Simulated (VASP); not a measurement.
# Ga9N7 (a cell with a defect) in VASP: further runs

The runs below take Ga9N7 (a cell with a defect) through relaxation of the atoms, with PBE.

Everything below comes from runs of VASP 6.6.1. Logs are shortened: lines on timing, memory, paths and dates and some standing lists are left out, and cuts for length are marked.

**1. The cell of the first run**

The cell holds a defect, 16 atoms: a = 5.243 Å, b = 6.437 Å, c = 6.437 Å, α = 120.00°, β = 90.00°, γ = 90.00°.

**2. Relaxation of the atoms, PBE**

Input file INCAR:

```
PREC = Accurate
ENCUT = 520
EDIFF = 1E-7
ISMEAR = 0
SIGMA = 0.01
LREAL = Auto
LASPH = True
NELM = 100
ALGO = Normal
ISIF = 2
LWAVE = False
LCHARG = False
GGA = PE
IBRION = 2
NSW = 65
EDIFFG = -0.025
KPAR = 4
```

Input file KPOINTS:

```
regular mesh
0
Gamma
  4 4 4
```

Input file POSCAR:

```
Ga9N7
1.0
    0.0000000000      0.0000000000     -5.2431684262
    6.4367416346      0.0000000001      0.0000000000
   -3.2183708173     -5.5743817732      0.0000000000
Ga N
9 7
Direct
    0.5008651352      0.1666666667      0.3333333333
    0.5008651352      0.6666666667      0.3333333333
    0.5008651352      0.1666666667      0.8333333333
    0.5008651352      0.6666666667      0.8333333333
    0.0008651352      0.8333333333      0.1666666667
    0.0008651352      0.3333333333      0.1666666667
    0.0008651352      0.8333333333      0.6666666667
    0.0008651352      0.3333333333      0.6666666667
    0.1241348648      0.1666666667      0.3333333333
    0.1241348648      0.6666666667      0.3333333333
    0.1241348648      0.1666666667      0.8333333333
    0.1241348648      0.6666666667      0.8333333333
    0.6241348648      0.8333333333      0.1666666667
    0.6241348648      0.3333333333      0.1666666667
    0.6241348648      0.8333333333      0.6666666667
    0.6241348648      0.3333333333      0.6666666667
```

Potentials or basis: VASP PAW PBE potentials, release 64 (Ga_d, N).

Launch:

```sh
> cat potpaw_PBE.64/Ga_d/POTCAR potpaw_PBE.64/N/POTCAR > POTCAR
> mpirun -np 4 vasp_std > vasp.out
```

OUTCAR:

```text
PREC = Accurate
   ENCUT = 520
   EDIFF = 1E-7
   ISMEAR = 0
   LREAL = Auto
   LASPH = True
   NELM = 100
   ISIF = 2
   GGA = PE
   IBRION = 2
   NSW = 65
   EDIFFG = -0.025

 ion  position               nearest neighbor table
   1  0.501  0.167  0.333-  14 1.97  13 1.97  16 1.97   9 1.98
   2  0.501  0.667  0.333-  13 1.97  14 1.97  15 1.97  10 1.98
   3  0.501  0.167  0.833-  16 1.97  15 1.97  14 1.97  11 1.98
   4  0.501  0.667  0.833-  15 1.97  16 1.97  13 1.97  12 1.98
   5  0.001  0.833  0.167-  10 1.97   9 1.97  12 1.97  13 1.98
   6  0.001  0.333  0.167-   9 1.97  10 1.97  11 1.97  14 1.98
[... 8 lines left out ...]
  15  0.624  0.833  0.667-   4 1.97   3 1.97   2 1.97   7 1.98
  16  0.624  0.333  0.667-   3 1.97   4 1.97   1 1.97   8 1.98

  LATTYP: Found a hexagonal cell.
 ALAT       =     6.4367416346
 C/A-ratio  =     0.8145687250

  Lattice vectors:

 A1 = (   6.4367416346,   0.0000000001,   0.0000000000)
 A2 = (  -3.2183708173,  -5.5743817732,   0.0000000000)
 A3 = (   0.0000000000,   0.0000000000,  -5.2431684262)

Analysis of symmetry for initial positions (statically):
=====================================================================
 Subroutine PRICEL returns:
 Original cell was already a primitive cell.

 Routine SETGRP: Setting up the symmetry group for a
 hexagonal supercell.

 Subroutine GETGRP returns: Found  6 space group operations
 (whereof  2 operations were pure point group operations)
 out of a pool of 24 trial point group operations.

The static configuration has the point symmetry C_1h.
 The point group associated with its full space group is C_3v.

Analysis of symmetry for dynamics (positions and initial velocities):
=====================================================================
 Subroutine PRICEL returns:
 Original cell was already a primitive cell.

 Routine SETGRP: Setting up the symmetry group for a
 hexagonal supercell.

 Subroutine GETGRP returns: Found  6 space group operations
 (whereof  2 operations were pure point group operations)
 out of a pool of 24 trial point group operations.

The dynamic configuration has the point symmetry C_1h.
 The point group associated with its full space group is C_3v.

 Subroutine INISYM returns: Found  6 space group operations
 (whereof  2 operations are pure point group operations),
 and found     1 'primitive' translations

----------------------------------------------------------------------------------------

                                     Primitive cell

  volume of cell :     188.1294

  direct lattice vectors                    reciprocal lattice vectors
     0.000000000  0.000000000 -5.243168426     0.000000000  0.000000000 -0.190724371
     6.436741635  0.000000000  0.000000000     0.155358108 -0.089696045  0.000000000
    -3.218370817 -5.574381773  0.000000000     0.000000000 -0.179392091  0.000000000

  length of vectors
     5.243168426  6.436741635  6.436741635     0.190724371  0.179392091  0.179392091

  position of ions in fractional coordinates (direct lattice)
     0.500865135  0.166666667  0.333333333
     0.500865135  0.666666667  0.333333333
     0.500865135  0.166666667  0.833333333
     0.500865135  0.666666667  0.833333333
     0.000865135  0.833333333  0.166666667
     0.000865135  0.333333333  0.166666667
[... 8 lines left out ...]
     0.624134865  0.833333333  0.666666667
     0.624134865  0.333333333  0.666666667

  ion indices of the primitive-cell ions
   primitive index   ion index
                 1           1
                 2           2
                 3           3
                 4           4
                 5           5
                 6           6
[... 8 lines left out ...]
                15          15
                16          16

----------------------------------------------------------------------------------------

 KPOINTS: regular mesh

Automatic generation of k-mesh.
 Grid dimensions read from file:
 generate k-points for:    4    4    4

 Generating k-lattice:

  Cartesian coordinates                     Fractional coordinates (reciprocal lattice)
     0.000000000  0.000000000 -0.047681093     0.250000000  0.000000000  0.000000000
     0.038839527 -0.022424011  0.000000000     0.000000000  0.250000000  0.000000000
     0.000000000 -0.044848023  0.000000000     0.000000000  0.000000000  0.250000000

  Length of vectors
     0.047681093  0.044848023  0.044848023

  Shift w.r.t. Gamma in fractional coordinates (k-lattice)
     0.000000000  0.000000000  0.000000000

 Subroutine IBZKPT returns following result:
 ===========================================

 Found     13 irreducible k-points:

 Following reciprocal coordinates:
            Coordinates               Weight
  0.000000  0.000000  0.000000      1.000000
  0.250000  0.000000  0.000000      2.000000
  0.500000  0.000000  0.000000      1.000000
  0.000000  0.250000  0.000000      6.000000
  0.250000  0.250000  0.000000      6.000000
  0.250000  0.000000  0.250000      6.000000
  0.500000  0.250000  0.000000      6.000000
  0.000000  0.500000  0.000000      3.000000
  0.250000  0.500000  0.000000      6.000000
  0.500000  0.500000  0.000000      3.000000
  0.000000  0.250000  0.250000      6.000000
  0.250000  0.250000  0.250000     12.000000
  0.500000  0.250000  0.250000      6.000000
   k-points           NKPTS =     13   k-points in BZ     NKDIM =     13   number of bands    NBANDS=     91
   number of dos      NEDOS =    301   number of ions     NIONS =     16
   total plane-waves  NPLWV =  92160
   dimension x,y,z NGX =    40 NGY =   48 NGZ =   48
   dimension x,y,z NGXF=    80 NGYF=   96 NGZF=   96
   ions per type =               9   7
   NGX,Y,Z   is equivalent  to a cutoff of  12.68, 12.40, 12.40 a.u.
   NGXF,Y,Z  is equivalent  to a cutoff of  25.37, 24.79, 24.79 a.u.
 SYSTEM =  unknown system
   PREC   = accura    normal or accurate (medium, high low for compatibility)
   ISTART =      0    job   : 0-new  1-cont  2-samecut
   ICHARG =      2    charge: 1-file 2-atom 10-const
   ISPIN  =      1    spin polarized calculation?
   LNONCOLLINEAR =      F non collinear calculations
   LSORBIT =      F    spin-orbit coupling
   LASPH  =      T    aspherical Exc in radial PAW
   ENCUT  =  520.0 eV  38.22 Ry    6.18 a.u.   9.75 11.97 11.97*2*pi/ulx,y,z
   NELM   =    100;   NELMIN=  2; NELMDL= -5     # of ELM steps
   EDIFF  = 0.1E-06   stopping-criterion for ELM
   LREAL  =      T    real-space projection
   EDIFFG = -.3E-01   stopping-criterion for IOM
   NSW    =     65    number of steps for IOM
   IBRION =      2    ionic relax: 0-MD 1-quasi-New 2-CG
   NFREE  =      1    steps in history (QN), initial steepest desc. (CG)
   ISIF   =      2    stress and relaxation
   ISYM   =      2    0-nonsym 1-usesym 2-fastsym
   POTIM  = 0.5000    time-step for ionic-motion
   TEBEG  =    0.0;   TEEND  =   0.0 temperature during run
   PSTRESS=    0.0 pullay stress
   NELECT =     152.0000    total number of electrons
   NUPDOWN=      -1.0000    fix difference up-down
   EMIN   =  10.00;   EMAX   =-10.00  energy-range for DOS
   EFERMI =   0.00;   METHOD = LEGACY
   ISMEAR =     0;   SIGMA  =   0.01  broadening in eV -4-tet -1-fermi 0-gaus
   EFERMI_NEDOS =   21; number of points for ismear=-14 and -15
   IALGO  =     38    algorithm
   IMIX   =      4    mixing-type and parameters
     AMIX     =   0.40;   BMIX     =  1.00
     AMIX_MAG =   1.60;   BMIX_MAG =  1.00
  volume/ion in A,a.u.               =      11.76        79.35
  Fermi-wavevector in a.u.,A,eV,Ry     =   1.524768  2.881394 31.632431  2.324918
  Thomas-Fermi vector in A             =   2.633030
   LORBIT       =      0    0 simple, 1 ext, 2 COOP (PROOUT), +10 PAW based schemes
   GGA     = PE    functional components
   LHFCALC =     F    Hartree Fock is set to
   AEXX    =    0.0000 exact exchange contribution
   IVDW    =     0    specifies the selected vdW correction
   LEPSILON=     F    determine dielectric tensor
   LRPA    =     F    only Hartree local field effects (RPA)
 conjugate gradient relaxation of ions
 non-spin polarized calculation
 Gauss-broadening in eV      SIGMA  =   0.01
  energy-cutoff  :      520.00
  volume of cell :      188.13
 maximum number of plane-waves:      5096
 NGX is ok and might be reduce to    40
   NGX = 19   NGY = 23   NGZ = 23

--------------------------------------- Ionic step        1  -------------------------------------------

 number of electron     151.9999803 magnetization

 Free energy of the ion-electron system (eV)
  ---------------------------------------------------
  ext. energy  EPLUGINS =         0.00000000
  ---------------------------------------------------
  free energy    TOTEN  =       -81.40168451 eV

  energy without entropy =      -81.40041854  energy(sigma->0) =      -81.40105153

------------------------ aborting loop because EDIFF is reached ----------------------------------------

  FORCE on cell =-STRESS in cart. coord.  units (eV):
  Direction    XX          YY          ZZ          XY          YZ          ZX
  --------------------------------------------------------------------------------------
  -------------------------------------------------------------------------------------
  Total       26.6167486     26.6167486     31.0620042      0.0000000     -0.0000000      0.0000000
  in kB      226.6778004    226.6778004    264.5351951      0.0000000     -0.0000000      0.0000000
  external PRESSURE =     239.2969320 kB  Pullay stress =       0.0000000 kB
[... 131 lines left out ...]
  FREE ENERGIE OF THE ION-ELECTRON SYSTEM (eV)
  ---------------------------------------------------
  free  energy   TOTEN  =       -84.9258984755 eV

  energy  without entropy=      -84.9247113750  energy(sigma->0) =      -84.92530493

[... ionic steps 4 to 12 ...]

--------------------------------------- Ionic step       13  -------------------------------------------

 number of electron     151.9999964 magnetization

------------------------ aborting loop because EDIFF is reached ----------------------------------------
[... 95 lines left out ...]
--------------------------------------- Ionic step       15  -------------------------------------------

 number of electron     151.9999965 magnetization

 Free energy of the ion-electron system (eV)
  ---------------------------------------------------
  ext. energy  EPLUGINS =         0.00000000
  ---------------------------------------------------
  free energy    TOTEN  =       -85.47002191 eV

  energy without entropy =      -85.46870822  energy(sigma->0) =      -85.46936506

 E-fermi :   7.1202     XC(G=0): -11.7895

 val. band max:        7.1196933027   @ k =   0.5000   0.5000   0.0000
 cond. band min:       7.1211093668   @ k =   0.2500   0.2500   0.2500
 fundamental gap:      0.0014160641
 Fermi energy:         7.1202339333

 k-point     1 :       0.0000    0.0000    0.0000
  band No.  band energies     occupation
      1     -10.6102      2.00000
      2      -9.8359      2.00000
      3      -9.8359      2.00000
      4      -9.7738      2.00000
      5      -9.5779      2.00000
      6      -9.5648      2.00000
[... 1172 lines left out ...]
     87      12.7566      0.00000
     88      12.8993      0.00000
 [bands above 88 left out]

------------------------ aborting loop because EDIFF is reached ----------------------------------------

  FORCE on cell =-STRESS in cart. coord.  units (eV):
  Direction    XX          YY          ZZ          XY          YZ          ZX
  --------------------------------------------------------------------------------------
  -------------------------------------------------------------------------------------
  Total       18.4475490     18.4475490     24.2655043      0.0000000      0.0000000      0.0000000
  in kB      157.1059595    157.1059595    206.6537590      0.0000000      0.0000000      0.0000000
  external PRESSURE =     173.6218927 kB  Pullay stress =       0.0000000 kB
[... 31 lines left out ...]
  FREE ENERGIE OF THE ION-ELECTRON SYSTEM (eV)
  ---------------------------------------------------
  free  energy   TOTEN  =       -85.4700219064 eV

  energy  without entropy=      -85.4687082187  energy(sigma->0) =      -85.46936506

 reached required accuracy - stopping structural energy minimisation
```

Wall time 23 min (4 MPI ranks of Intel Xeon Platinum 8375C at 2.90GHz (Ice Lake), shared host); peak memory 0.38 GiB.

Results:

```yaml
Free_energy: -85.4700 eV
Energy_gained_by_relaxing: 254.3 meV/atom
Ionic_steps: 15
Pressure_after_relaxing: 17.4 GPa
Largest_force_after_relaxing: 0.016 eV/Å
Band_gap_on_the_k_mesh: zero (bands 76 and 77 overlap by 1.00 eV)
```

Forces in eV/Å, atoms in the order of the input:
```
Ga   0.000  0.000 -0.006
Ga   0.000  0.002  0.009
Ga   0.002 -0.001  0.009
Ga  -0.002 -0.001  0.009
Ga  -0.007  0.004 -0.012
Ga   0.007  0.004 -0.012
Ga   0.000  0.000  0.009
Ga   0.000 -0.008 -0.012
Ga   0.000  0.000 -0.016
N    0.000 -0.003  0.003
N   -0.003  0.002  0.003
N    0.003  0.002  0.003
N   -0.004  0.002  0.006
N    0.004  0.002  0.006
N    0.000  0.000 -0.006
N    0.000 -0.004  0.006
```

The path:
```csv
step,energy change (eV),largest force (eV/Å),pressure (GPa)
1,0.0000,7.9352,23.93
2,-3.0969,2.2233,19.99
3,-3.5242,1.7154,19.06
4,-3.5260,1.7348,19.05
5,-3.8673,0.5783,18.47
6,-3.8695,0.5674,18.49
7,-3.9344,0.5804,18.25
8,-3.9444,0.6393,18.13
9,-3.9969,0.4382,17.96
10,-4.0339,0.3864,17.71
11,-4.0654,0.1242,17.44
12,-4.0657,0.1394,17.42
13,-4.0681,0.0498,17.37
14,-4.0682,0.0406,17.38
15,-4.0683,0.0159,17.36
```

Final structure:
```cif
data_structure
_symmetry_space_group_name_H-M 'P 1'
_symmetry_Int_Tables_number 1
_cell_length_a 5.2432
_cell_length_b 6.4367
_cell_length_c 6.4367
_cell_angle_alpha 120.000
_cell_angle_beta 90.000
_cell_angle_gamma 90.000
_cell_volume 188.13
loop_
_atom_site_label
_atom_site_type_symbol
_atom_site_fract_x
_atom_site_fract_y
_atom_site_fract_z
_atom_site_occupancy
Ga1 Ga 0.60495 0.16667 0.33333 1
Ga2 Ga 0.48782 0.66782 0.33565 1
Ga3 Ga 0.48782 0.16435 0.83218 1
Ga4 Ga 0.48782 0.66782 0.83218 1
Ga5 Ga 0.98089 0.79743 0.14872 1
Ga6 Ga 0.98089 0.35128 0.14872 1
Ga7 Ga 0.98575 0.83333 0.66667 1
Ga8 Ga 0.98089 0.35128 0.70257 1
Ga9 Ga 0.17033 0.16667 0.33333 1
N1 N 0.11911 0.67008 0.34017 1
N2 N 0.11911 0.15983 0.82992 1
N3 N 0.11911 0.67008 0.82992 1
N4 N 0.62063 0.80998 0.15499 1
N5 N 0.62063 0.34501 0.15499 1
N6 N 0.61359 0.83333 0.66667 1
N7 N 0.62063 0.34501 0.69002 1
```

Levels at points of the mesh, in eV from the Fermi level:
```
           k point  band 73  band 74  band 75  band 76  band 77  band 78  band 79  band 80
(0.00, 0.00, 0.00)    -2.22    -2.22    -0.84     0.51     0.92     0.92     1.88     2.50
(0.50, 0.00, 0.00)    -2.33    -2.33    -0.58     1.00     1.00     1.67     2.41     2.55
(0.00, 0.50, 0.00)    -2.51    -2.38    -1.55    -0.51     0.48     2.35     2.83     3.28
(0.50, 0.50, 0.00)    -3.11    -2.93    -1.38     0.00     0.47     2.77     3.23     3.59
```

**3. Relaxation of the atoms, PBE**

Input file INCAR:

```
ALGO = Normal
EDIFF = 1E-6
EDIFFG = -0.025
ENCUT = 520
GGA = PE
IBRION = 2
ISIF = 2
ISMEAR = 0
LASPH = T
LCHARG = F
LREAL = Auto
LWAVE = F
NELECT = 154.0
NELM = 80
NSW = 65
PREC = Accurate
SIGMA = 0.01
```

Input file KPOINTS:

```
k-points
0
Gamma
  3 3 3
```

Input file POSCAR:

```
Ga9N7
1.0
    0.0000000000      0.0000000000     -5.2431684262
    6.4367416346      0.0000000001      0.0000000000
   -3.2183708173     -5.5743817732      0.0000000000
Ga N
9 7
Direct
    0.5952628080      0.1666666667      0.3333333333
    0.4868278885      0.6667578578      0.3335157155
    0.4868278885      0.1664842845      0.8332421422
    0.4868278885      0.6667578578      0.8332421422
   -0.0154418813      0.8041826285      0.1520913142
   -0.0154418813      0.3479086858      0.1520913142
   -0.0114278541      0.8333333333      0.6666666667
   -0.0154418813      0.3479086858      0.6958173715
    0.1651445857      0.1666666667      0.3333333333
    0.1187084162      0.6697910732      0.3395821464
    0.1187084162      0.1604178536      0.8302089268
    0.1187084162      0.6697910732      0.8302089268
    0.6221947537      0.8087602050      0.1543801025
    0.6221947537      0.3456198975      0.1543801025
    0.6141529291      0.8333333333      0.6666666667
    0.6221947537      0.3456198975      0.6912397950
```

Potentials or basis: VASP PAW PBE potentials, release 64 (Ga_d, N).

Launch:

```sh
> cat potpaw_PBE.64/Ga_d/POTCAR potpaw_PBE.64/N/POTCAR > POTCAR
> mpirun -np 1 vasp_std > vasp.out
```

Run time: 18 min. Hardware: 1 thread of Intel Xeon Platinum 8259CL at 2.50GHz (Skylake/Cascade Lake), shared host; peak memory 0.34 GiB.

It converged, with:

```yaml
Free_energy: -70.1050 eV
Energy_gained_by_relaxing: 7.0 meV/atom
Ionic_steps: 8
Largest_force_after_relaxing: 0.021 eV/Å
```

Forces on the atoms (eV/Å):
```
Ga   0.000  0.000 -0.021
Ga   0.000  0.005  0.007
Ga   0.004 -0.002  0.007
Ga  -0.004 -0.002  0.007
Ga   0.000  0.000 -0.005
Ga   0.000  0.000 -0.005
Ga   0.000  0.000  0.005
Ga   0.000  0.000 -0.005
Ga   0.000  0.000 -0.014
N    0.000 -0.002  0.004
N   -0.002  0.001  0.004
N    0.002  0.001  0.004
N   -0.001  0.000  0.001
N    0.001  0.000  0.001
N    0.000  0.000  0.008
N    0.000 -0.001  0.001
```

The path:
```tsv
step	energy change (eV)	largest force (eV/Å)	pressure (GPa)
1	0.0000	1.2405	39.07
2	-0.0713	0.9353	39.39
3	-0.1032	0.2805	39.23
4	-0.1111	0.0853	39.27
5	-0.1120	0.0528	39.27
6	-0.1125	0.0400	39.30
7	-0.1125	0.0354	39.28
8	-0.1126	0.0206	39.27
```

Final structure:
```yaml
crystal:
  lattice:
    - [0.00000, 0.00000, -5.24317]
    - [6.43674, 0.00000, 0.00000]
    - [-3.21837, -5.57438, 0.00000]
  atoms:
    - { symbol: Ga, position: [0.59321, 0.16667, 0.33333] }
    - { symbol: Ga, position: [0.48364, 0.66595, 0.33191] }
    - { symbol: Ga, position: [0.48364, 0.16809, 0.83405] }
    - { symbol: Ga, position: [0.48364, 0.66595, 0.83405] }
    - { symbol: Ga, position: [0.98899, 0.81151, 0.15576] }
    - { symbol: Ga, position: [0.98899, 0.34424, 0.15576] }
    - { symbol: Ga, position: [0.99156, 0.83333, 0.66667] }
    - { symbol: Ga, position: [0.98899, 0.34424, 0.68849] }
    - { symbol: Ga, position: [0.16342, 0.16667, 0.33333] }
    - { symbol: N, position: [0.11717, 0.66940, 0.33880] }
    - { symbol: N, position: [0.11717, 0.16120, 0.83060] }
    - { symbol: N, position: [0.11717, 0.66940, 0.83060] }
    - { symbol: N, position: [0.62280, 0.80680, 0.15340] }
    - { symbol: N, position: [0.62280, 0.34660, 0.15340] }
    - { symbol: N, position: [0.61401, 0.83333, 0.66667] }
    - { symbol: N, position: [0.62280, 0.34660, 0.69320] }
```

Levels at points of the mesh, in eV from the Fermi level:
```
           k point  band 75  band 76  band 77  band 78  band 79  band 80
(0.00, 0.00, 0.00)    -1.97    -0.78    -0.03    -0.03     0.59     1.02
```

Caveat: the k points lie up to 0.40 Å⁻¹ apart; the cell carries a net charge on a neutralising background, which shifts energy and pressure; the cell is charged against a uniform background, so pressure and absolute levels hang on convention.
